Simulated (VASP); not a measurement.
A run of VASP 6.6.1:

The input INCAR:

```
SYSTEM = CO2
ALGO = Normal
EDIFF = 1E-8
ENCUT = 520
GGA = PS
ISIF = 2
ISMEAR = -1
LASPH = .True.
LCHARG = .False.
LEFG = .True.
LREAL = .False.
LWAVE = .False.
NBANDS = 44
NELM = 100
PREC = Accurate
SIGMA = 0.02
```

The input KPOINTS:

```
k-points
0
Gamma
  5 5 4
  0 0 0
```

The input POSCAR:

```
CO2
1.0
    4.3350000000      0.0000000000      0.0000000000
    0.0000000000      4.3350000000      0.0000000000
    0.0000000000      0.0000000000      6.1020000000
C O
4 8
Direct
    0.4997865440      0.4997865440      0.0000000000
    0.0002134560      0.9997865440      0.2500000000
    0.5002134560      0.5002134560      0.5000000000
    0.9997865440      0.0002134560      0.7500000000
    0.1891364613      0.1889508913      0.2500754261
    0.3110491087      0.6891364613      0.5000754261
    0.8108635387      0.8110491087      0.7500754261
    0.6889508913      0.3108635387      0.0000754261
    0.6891364613      0.3110491087      0.4999245739
    0.8110491087      0.8108635387      0.2499245739
    0.3108635387      0.6889508913      0.9999245739
    0.1889508913      0.1891364613      0.7499245739
```

Potentials or basis: VASP PAW PBE potentials, release 64 (C, O).

Run with:

```sh
$ cat potpaw_PBE.64/C/POTCAR potpaw_PBE.64/O/POTCAR > POTCAR
$ mpirun -np 1 vasp_std > vasp.out
```

Hardware: 1 thread of Intel(R) Xeon(R) Platinum 8488C (Sapphire Rapids), on a shared host.

Question: How long does it take, and how much memory?

Answer: Run time: 57 s on 1 thread of Intel(R) Xeon(R) Platinum 8488C (Sapphire Rapids), with other jobs on the host, peak memory 0.23 GiB. Counts: scf iterations 15, k points 18.
